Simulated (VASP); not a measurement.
Wanted: the native input for a VASP 6.6.1 run.

```
Task                   : single point
Functional             : PBEsol
Potentials or basis    : VASP PAW PBE potentials, release 64 (Al, N)
Cutoff                 : 520 eV
k mesh                 : 9 × 9 × 6
Occupations            : gaussian, width 0.05 eV
Spin                   : no spin polarisation
Dipole correction      : no
Further INCAR settings : ALGO = Normal; EDIFF = 1e-07; NBANDS = 16
```

The structure of AlN lies in POSCAR:

```
AlN
1.0
    3.3412000000      0.0000000000      0.0000000000
   -1.6706000000      2.8935640791      0.0000000000
    0.0000000000      0.0000000000      4.0584000000
Al N
2 2
Direct
    0.3333333333      0.6666666667      0.7500000000
    0.6666666667      0.3333333333      0.2500000000
    0.3333333333      0.6666666667      0.2500000000
    0.6666666667      0.3333333333      0.7500000000
```

One way to write it, as run:

INCAR

```
PREC     = Accurate       # precision mode
ENCUT    = 520            # plane-wave cutoff, eV
EDIFF    = 1E-7           # SCF threshold, eV
ISMEAR   = 0              # smearing method
SIGMA    = 0.05           # smearing width, eV
LREAL    = False          # projectors in reciprocal space
LASPH    = True           # aspherical terms in the spheres
NELM     = 60             # most SCF steps
ALGO     = Normal         # electronic algorithm
ISIF     = 2              # what is computed and relaxed
LWAVE    = False          # write WAVECAR
LCHARG   = True           # write CHGCAR
GGA      = PS             # functional
LELF     = True           # ELF
LVHAR    = True         
NBANDS   = 16             # bands
```

KPOINTS

```
regular mesh
0
Gamma
  9 9 6
```

Potentials or basis: VASP PAW PBE potentials, release 64 (Al, N).

Launch:

```sh
$ cat potpaw_PBE.64/Al/POTCAR potpaw_PBE.64/N/POTCAR > POTCAR
$ mpirun -np 1 vasp_std > vasp.out
```

Results of the run:

```
Pressure               : -1.2 GPa
Band gap on the k mesh : 3.40 eV, direct
```

Caveat: the PAW data sets were made with another functional, which shifts forces and pressure a little.

It took 31 s on 1 thread of Intel Xeon 6975P-C, on a shared host, peak memory 0.17 GiB.
